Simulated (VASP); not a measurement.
Wanted: the native input for a VASP 6.6.1 run.

* Task: single point
* Functional: PBEsol
* Potentials or basis: VASP PAW PBE potentials, release 64 (Ge_d)
* Cutoff: 500 eV
* k mesh: 6 × 6 × 5
* Occupations: fermi-dirac, width 0.1 eV
* Spin: no spin polarisation
* Dipole correction: no
* Further INCAR settings: ALGO = Normal; EDIFF = 1e-06; NBANDS = 13

The structure of Ge lies in POSCAR:

```
Ge
1.0
    1.3971500000     -2.6005200000      0.0000000000
    1.3971500000      2.6005200000      0.0000000000
    0.0000000000      0.0000000000      2.6982300000
Ge
1
Direct
    0.5000000000      0.5000000000      0.0000000000
```

One way to write it, as run:

INCAR

```
PREC = Accurate ; ENCUT = 500
EDIFF = 1E-6 ; ISMEAR = -1
SIGMA = 0.1 ; LREAL = False
LASPH = True ; NELM = 120
ALGO = Normal ; ISIF = 2
LWAVE = False ; LCHARG = False
GGA = PS ; NBANDS = 13
GGA_COMPAT = False
```

KPOINTS

```
regular mesh
0
Gamma
  6 6 5
```

Potentials or basis: VASP PAW PBE potentials, release 64 (Ge_d).

Command:

```console
$ cat potpaw_PBE.64/Ge_d/POTCAR > POTCAR
$ mpirun -np 1 vasp_std > vasp.out
```

Results of the run:

```
Pressure               : -2.7 GPa
Band gap on the k mesh : zero (bands 7 and 8 overlap by 9.85 eV)
```

Caveat: the k points lie up to 0.47 Å⁻¹ apart, too coarse for converged energies and pressures of a metal; the PAW data sets were made with another functional, which shifts forces and pressure a little.

It took 6.5 s on 1 thread of Intel Xeon 8259CL, with other jobs on the host, peak memory 0.13 GiB.
